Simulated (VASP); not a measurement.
Cd: electric field gradients with PBEsol

Cd:

```
CELL_PARAMETERS angstrom
3.01807 0.00000 0.00000
-1.50904 2.61373 0.00000
0.00000 0.00000 5.69157
ATOMIC_POSITIONS crystal
Cd 0.33333 0.66667 0.25000
Cd 0.66667 0.33333 0.75000
```

This cell differs from its parent crystal: volume scaled by 1.04.

- Program: VASP 6.6.1
- Task: electric field gradients
- Functional: PBEsol
- Potentials or basis: VASP PAW PBE potentials, release 64 (Cd)
- Cutoff: 520 eV
- k mesh: 16 × 16 × 7
- Occupations: fermi-dirac, width 0.05 eV
- Spin: no spin polarisation
- Dipole correction: no
- Further INCAR settings: ALGO = Normal; EDIFF = 1e-08; NBANDS = 19

The pressure is -3.1 GPa and the band gap on the k mesh is zero (band 12 reaches 3.39 eV, above the bottom of band 13 at -0.38 eV).

Stress tensor (GPa, compression positive):
```
-3.29  0.00  0.00
 0.00 -3.29  0.00
 0.00  0.00 -2.76
```

Levels at points of the mesh, in eV from the Fermi level:
```tsv
k point	band 10	band 11	band 12	band 13	band 14	band 15
(0.00, 0.00, 0.00)	-8.38	-8.38	-3.06	-2.89	10.31	14.28
(0.50, 0.00, 0.00)	-8.11	-2.26	-1.85	1.88	2.94	2.97
```

Electric field gradients, principal values (V/Å²):
```tsv
atom	least	middle	greatest (by size)
1 Cd	-37.063	-37.064	74.128
2 Cd	-37.063	-37.064	74.128
```

Run time: 83 s on 1 thread of Oxide Virtual Turin-like Processor, with other jobs on the host, peak memory 0.18 GiB.

Caveat: without QUAD_EFG the Cq values of the log hold for a quadrupole moment of 1 mb, not for the nuclei; the PAW data sets were made with another functional, which shifts forces and pressure a little.
